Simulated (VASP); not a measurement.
Runs of VASP 6.6.1 on Au. The structure is that of space group Im-3m (No. 229), or close to it. The cells are those of the table. This isn't the form of Au at room conditions, which is fcc.

```tsv
task	cell	k mesh	cutoff (eV)	gap on the mesh (eV)	pressure (GPa)
relaxation of cell and atoms	relaxed to 12 GPa from a = 2.752 Å, angles 109.5°, 1 atom	18 × 18 × 18	600	none	12.0
single point	a = 2.580 Å, angles 109.5°, 1 atom	20 × 20 × 20	520	none	89.8
single point	a = 2.998 Å, angles 110.3, 107.9, 110.3°, 1 atom	16 × 16 × 16	520	none	-18.8
single point	a = 2.803 Å, angles 109.5°, 1 atom	18 × 18 × 18	520	none	(a)
relaxation of cell and atoms	relaxed to 25 GPa from a = 2.706 Å, angles 109.5°, 1 atom	18 × 18 × 18	600	none	25.0
relaxation of cell and atoms	relaxed to 1 GPa from a = 2.799 Å, angles 109.5°, 1 atom	18 × 18 × 18	600	none	1.0
single point	a = 2.649 Å, angles 109.5°, 1 atom	20 × 20 × 20	520	none	49.6
single point	a = 2.711 Å, angles 109.5°, 1 atom	18 × 18 × 18	520	none	24.6
single point	a = 2.788 Å, angles 109.5°, 1 atom	18 × 18 × 18	520	none	3.7
relaxation of cell and atoms	relaxed to 4 GPa from a = 2.787 Å, angles 109.5°, 1 atom	18 × 18 × 18	600	none	4.0
single point	a = 2.754 Å, angles 109.5°, 1 atom	18 × 18 × 18	520	none	(b)
single point	a = 2.813 Å, angles 109.5°, 1 atom	18 × 18 × 18	520	none	-1.3
```

Alike in all rows: level PBEsol; potentials or basis VASP PAW PBE potentials, release 64 (Au); no spin polarisation; smearing gaussian 0.1 eV.

Problem. Fill in the values left out.

Solution. (a) 0.7; (b) 11.7.

Caveats: the PAW data sets were made with another functional, which shifts forces and pressure a little; spin-orbit coupling is left out, which moves the levels of the heavy elements; the cell stands under pressure (at least some runs); the cell is relaxed towards a set pressure, so the run minimises the enthalpy, not the energy (at least some runs); the cell stands under tension (at least some runs).

A k mesh can miss the band edges, and the runs leave out spin-orbit coupling on Au.

A gap of «none» marks levels without a gap at the run's occupations.
